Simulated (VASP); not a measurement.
# TaN (zincblende type) (F-43m) in VASP: relaxation of cell and atoms with PBE

Aim: the relaxation of cell and atoms of TaN (zincblende type) with PBE.

All numbers are computed with VASP 6.6.1; they aren't measurements. Logs are shortened: lines on timing, memory, paths and dates and some standing lists are left out, and cuts for length are marked.

### 1 The cell of the first run

The structure is cubic, space group F-43m (No. 216). Conventional cell: a = 4.611 Å, b = 4.611 Å, c = 4.611 Å, α = 90.00°, β = 90.00°, γ = 90.00°. Ta (site symmetry -43m) has 4 N at 2.00 Å within 2.6 Å. Within 2.6 Å of N (site symmetry -43m) lie 4 Ta at 2.00 Å.

### 2 Relaxation of cell and atoms, PBE, target pressure 28 GPa, at which the enthalpy is minimised

INCAR reads:

```
SYSTEM = TaN
PREC     = Accurate       ! precision mode
ENCUT    = 600            ! plane-wave cutoff, eV
EDIFF    = 1E-7           ! SCF threshold, eV
ISMEAR   = -1             ! smearing method
SIGMA    = 0.08           ! smearing width, eV
LREAL    = .FALSE.        ! projectors in reciprocal space
LASPH    = .TRUE.         ! aspherical terms in the spheres
NELM     = 60             ! most SCF steps
ALGO     = Normal         ! electronic algorithm
ISIF     = 3              ! what is computed and relaxed
LWAVE    = .FALSE.        ! write WAVECAR
LCHARG   = .FALSE.        ! write CHGCAR
GGA      = PE             ! functional
IBRION   = 2              ! ionic algorithm
NSW      = 32             ! ionic steps
EDIFFG   = -0.005         ! ionic threshold
PSTRESS  = 280.0
```

KPOINTS reads:

```
Automatic mesh
0
G
  15 15 15
  0 0 0
```

POSCAR reads:

```
TaN
1.0
    0.0000000000      2.3054718259      2.3054718259
    2.3054718259      0.0000000000      2.3054718259
    2.3054718259      2.3054718259      0.0000000000
Ta N
1 1
Direct
    0.0000000000      0.0000000000      0.0000000000
    0.2500000000      0.2500000000      0.2500000000
```

Potentials or basis: VASP PAW PBE potentials, release 64 (Ta_pv, N).

Started as:

```sh
$ cat potpaw_PBE.64/Ta_pv/POTCAR potpaw_PBE.64/N/POTCAR > POTCAR
$ mpirun -np 1 vasp_std > vasp.out
```

OUTCAR:

```text
SYSTEM = TaN
   PREC = Accurate
   ENCUT = 600
   EDIFF = 1E-7
   ISMEAR = -1
   LREAL = .FALSE.
   LASPH = .TRUE.
   NELM = 60
   ISIF = 3
   GGA = PE
   IBRION = 2
   NSW = 32
   EDIFFG = -0.005
   PSTRESS = 280.0

 ion  position               nearest neighbor table
   1  0.000  0.000  0.000-   2 2.00   2 2.00   2 2.00   2 2.00
   2  0.250  0.250  0.250-   1 2.00   1 2.00   1 2.00   1 2.00

  LATTYP: Found a face centered cubic cell.
 ALAT       =     4.6109436518

  Lattice vectors:

 A1 = (   0.0000000000,   2.3054718259,   2.3054718259)
 A2 = (   2.3054718259,   0.0000000000,   2.3054718259)
 A3 = (   2.3054718259,   2.3054718259,   0.0000000000)

Analysis of symmetry for initial positions (statically):
=====================================================================
 Subroutine PRICEL returns:
 Original cell was already a primitive cell.

 Routine SETGRP: Setting up the symmetry group for a
 face centered cubic supercell.

 Subroutine GETGRP returns: Found 24 space group operations
 (whereof 24 operations were pure point group operations)
 out of a pool of 48 trial point group operations.

The static configuration has the point symmetry T_d .

Analysis of symmetry for dynamics (positions and initial velocities):
=====================================================================
 Subroutine PRICEL returns:
 Original cell was already a primitive cell.

 Routine SETGRP: Setting up the symmetry group for a
 face centered cubic supercell.

 Subroutine GETGRP returns: Found 24 space group operations
 (whereof 24 operations were pure point group operations)
 out of a pool of 48 trial point group operations.

The dynamic configuration has the point symmetry T_d .

 Subroutine INISYM returns: Found 24 space group operations
 (whereof 24 operations are pure point group operations),
 and found     1 'primitive' translations

----------------------------------------------------------------------------------------

                                     Primitive cell

  volume of cell :      24.5081

  direct lattice vectors                    reciprocal lattice vectors
     0.000000000  2.305471826  2.305471826    -0.216875346  0.216875346  0.216875346
     2.305471826  0.000000000  2.305471826     0.216875346 -0.216875346  0.216875346
     2.305471826  2.305471826  0.000000000     0.216875346  0.216875346 -0.216875346

  length of vectors
     3.260429524  3.260429524  3.260429524     0.375639118  0.375639118  0.375639118

  position of ions in fractional coordinates (direct lattice)
     0.000000000  0.000000000  0.000000000
     0.250000000  0.250000000  0.250000000

  ion indices of the primitive-cell ions
   primitive index   ion index
                 1           1
                 2           2

----------------------------------------------------------------------------------------

 KPOINTS: Automatic mesh

Automatic generation of k-mesh.
 Grid dimensions read from file:
 generate k-points for:   15   15   15

 Generating k-lattice:

  Cartesian coordinates                     Fractional coordinates (reciprocal lattice)
    -0.014458356  0.014458356  0.014458356     0.066666667  0.000000000  0.000000000
     0.014458356 -0.014458356  0.014458356     0.000000000  0.066666667  0.000000000
     0.014458356  0.014458356 -0.014458356     0.000000000  0.000000000  0.066666667

  Length of vectors
     0.025042608  0.025042608  0.025042608

  Shift w.r.t. Gamma in fractional coordinates (k-lattice)
     0.000000000  0.000000000  0.000000000

 Subroutine IBZKPT returns following result:
 ===========================================

 Found    120 irreducible k-points:

 Following reciprocal coordinates:
            Coordinates               Weight
  0.000000  0.000000  0.000000      1.000000
  0.066667  0.000000  0.000000      8.000000
  0.133333  0.000000  0.000000      8.000000
  0.200000  0.000000  0.000000      8.000000
  0.266667  0.000000  0.000000      8.000000
  0.333333  0.000000  0.000000      8.000000
[... 16 lines left out ...]
  0.133333  0.133333  0.000000      6.000000
  0.200000  0.133333  0.000000     24.000000
 [... further k-points ...]
   k-points           NKPTS =    120   k-points in BZ     NKDIM =    120   number of bands    NBANDS=     12
   number of dos      NEDOS =    301   number of ions     NIONS =      2
   total plane-waves  NPLWV =  21952
   dimension x,y,z NGX =    28 NGY =   28 NGZ =   28
   dimension x,y,z NGXF=    56 NGYF=   56 NGZF=   56
   ions per type =               1   1
   NGX,Y,Z   is equivalent  to a cutoff of  14.28, 14.28, 14.28 a.u.
   NGXF,Y,Z  is equivalent  to a cutoff of  28.55, 28.55, 28.55 a.u.
 SYSTEM =  TaN
   PREC   = accura    normal or accurate (medium, high low for compatibility)
   ISTART =      0    job   : 0-new  1-cont  2-samecut
   ICHARG =      2    charge: 1-file 2-atom 10-const
   ISPIN  =      1    spin polarized calculation?
   LNONCOLLINEAR =      F non collinear calculations
   LSORBIT =      F    spin-orbit coupling
   LASPH  =      T    aspherical Exc in radial PAW
   ENCUT  =  600.0 eV  44.10 Ry    6.64 a.u.   6.51  6.51  6.51*2*pi/ulx,y,z
   NELM   =     60;   NELMIN=  2; NELMDL= -5     # of ELM steps
   EDIFF  = 0.1E-06   stopping-criterion for ELM
   LREAL  =      F    real-space projection
   EDIFFG = -.5E-02   stopping-criterion for IOM
   NSW    =     32    number of steps for IOM
   IBRION =      2    ionic relax: 0-MD 1-quasi-New 2-CG
   NFREE  =      1    steps in history (QN), initial steepest desc. (CG)
   ISIF   =      3    stress and relaxation
   ISYM   =      2    0-nonsym 1-usesym 2-fastsym
   POTIM  = 0.5000    time-step for ionic-motion
   TEBEG  =    0.0;   TEEND  =   0.0 temperature during run
   PSTRESS=  280.0 pullay stress
   NELECT =      16.0000    total number of electrons
   NUPDOWN=      -1.0000    fix difference up-down
   EMIN   =  10.00;   EMAX   =-10.00  energy-range for DOS
   EFERMI =   0.00;   METHOD = LEGACY
   ISMEAR =    -1;   SIGMA  =   0.08  broadening in eV -4-tet -1-fermi 0-gaus
   EFERMI_NEDOS =   21; number of points for ismear=-14 and -15
   IALGO  =     38    algorithm
   IMIX   =      4    mixing-type and parameters
     AMIX     =   0.40;   BMIX     =  1.00
     AMIX_MAG =   1.60;   BMIX_MAG =  1.00
  volume/ion in A,a.u.               =      12.25        82.69
  Fermi-wavevector in a.u.,A,eV,Ry     =   1.420185  2.683761 27.441947  2.016926
  Thomas-Fermi vector in A             =   2.541127
   LORBIT       =      0    0 simple, 1 ext, 2 COOP (PROOUT), +10 PAW based schemes
   GGA     = PE    functional components
   LHFCALC =     F    Hartree Fock is set to
   AEXX    =    0.0000 exact exchange contribution
   IVDW    =     0    specifies the selected vdW correction
   LEPSILON=     F    determine dielectric tensor
   LRPA    =     F    only Hartree local field effects (RPA)
 conjugate gradient relaxation of ions
 non-spin polarized calculation
  energy-cutoff  :      600.00
  volume of cell :       24.51
 maximum number of plane-waves:       869
 NGX is ok and might be reduce to    28
   NGX = 13   NGY = 13   NGZ = 13

--------------------------------------- Ionic step        1  -------------------------------------------

 number of electron      15.9999999 magnetization

 Free energy of the ion-electron system (eV)
  ---------------------------------------------------
  ext. energy  EPLUGINS =         0.00000000
  ---------------------------------------------------
  free energy    TOTEN  =       -21.32020088 eV

  energy without entropy =      -21.29771727  energy(sigma->0) =      -21.30895907

------------------------ aborting loop because EDIFF is reached ----------------------------------------

  FORCE on cell =-STRESS in cart. coord.  units (eV):
  Direction    XX          YY          ZZ          XY          YZ          ZX
  --------------------------------------------------------------------------------------
  -------------------------------------------------------------------------------------
  Total        4.4200167      4.4200167      4.4200167      0.0000000     -0.0000000     -0.0000000
  in kB      288.9515589    288.9515589    288.9515589      0.0000000     -0.0000000     -0.0000000
  external PRESSURE =       8.9515589 kB  Pullay stress =     280.0000000 kB
[... 61 lines left out ...]
  enthalpy is  TOTEN    =       -17.0357590939 eV   P V=        4.3256675426

--------------------------------------- Ionic step        3  -------------------------------------------

 number of electron      15.9999999 magnetization

 Free energy of the ion-electron system (eV)
  ---------------------------------------------------
  ext. energy  EPLUGINS =         0.00000000
  ---------------------------------------------------
  free energy    TOTEN  =       -21.33091201 eV

  energy without entropy =      -21.30834124  energy(sigma->0) =      -21.31962662

 E-fermi :   7.7427     XC(G=0): -12.4011

 val. band max:        7.7180734884   @ k =  -0.2667   0.4667   0.2000
 cond. band min:       7.7562861968   @ k =  -0.3333   0.4667   0.2000
 fundamental gap:      0.0382127084
 Fermi energy:         7.7427307245

 k-point     1 :       0.0000    0.0000    0.0000
  band No.  band energies     occupation
      1     -27.7454      2.00000
      2     -27.7454      2.00000
      3     -27.7454      2.00000
      4     -10.4262      2.00000
      5       0.1814      2.00000
      6       0.1814      2.00000
      7       0.1814      2.00000
      8       6.7089      2.00000
      9       8.2805      0.00240
     10       8.2805      0.00240
     11      13.9499      0.00000
     12      13.9499      0.00000
[... 331 lines left out ...]
 k-point    24 :       0.2000    0.1333    0.0000
  band No.  band energies     occupation
      1     -27.9305      2.00000
      2     -27.7998      2.00000
      3     -27.7958      2.00000
      4      -9.8652      2.00000
      5      -0.5235      2.00000
      6       0.6513      2.00000
      7       0.6702      2.00000
      8       6.8872      1.99995
      9       8.6379      0.00003
     10       8.6460      0.00002
     11      13.6173      0.00000
     12      13.9796      0.00000

 [... further k-points ...]

------------------------ aborting loop because EDIFF is reached ----------------------------------------

  FORCE on cell =-STRESS in cart. coord.  units (eV):
  Direction    XX          YY          ZZ          XY          YZ          ZX
  --------------------------------------------------------------------------------------
  -------------------------------------------------------------------------------------
  Total        4.2951574      4.2951574      4.2951574      0.0000000     -0.0000000     -0.0000000
  in kB      280.0994561    280.0994561    280.0994561      0.0000000     -0.0000000     -0.0000000
  external PRESSURE =       0.0994561 kB  Pullay stress =     280.0000000 kB
[... 17 lines left out ...]
  FREE ENERGIE OF THE ION-ELECTRON SYSTEM (eV)
  ---------------------------------------------------
  free  energy   TOTEN  =       -21.3309120052 eV

  energy  without entropy=      -21.3083412392  energy(sigma->0) =      -21.31962662

  enthalpy is  TOTEN    =       -17.0372797136 eV   P V=        4.2936322916

 reached required accuracy - stopping structural energy minimisation
```

Run time: 2.3 min. Hardware: 1 thread of Intel Xeon 8259CL, shared host; peak memory 0.2 GiB.

Results:

* Free energy: -21.3309 eV
* Relaxed volume: 12.28 Å³/atom
* Relaxed cell: a = 3.263 Å, b = 3.263 Å, c = 3.263 Å, α = 60.00°, β = 60.00°, γ = 60.00°
* Space group after relaxing (to 0.1 Å): F-43m (No. 216)
* Energy change on relaxing (the run minimises the enthalpy): -5.4 meV/atom
* Ionic steps: 3
* Pressure after relaxing: 28.0 GPa
* Band gap on the k mesh: zero (bands 8 and 9 overlap by 1.10 eV)

Step by step:
| step | energy change (eV) | largest force (eV/Å) | pressure (GPa) | volume (Å³) |
| --- | --- | --- | --- | --- |
| 1 | 0.0000 | 0.0000 | 28.90 | 24.51 |
| 2 | -0.0412 | 0.0000 | 25.37 | 24.75 |
| 3 | -0.0107 | 0.0000 | 28.01 | 24.57 |

Final structure:
```
Ta N
1.0
     0.00000    2.30736    2.30736
     2.30736    0.00000    2.30736
     2.30736    2.30736    0.00000
Ta N
1 1
Direct
  0.00000 0.00000 0.00000
  0.25000 0.25000 0.25000
```

Caveat: the cell is relaxed towards a set pressure, so the run minimises the enthalpy, not the energy; spin-orbit coupling is left out, which moves the levels of the heavy elements.
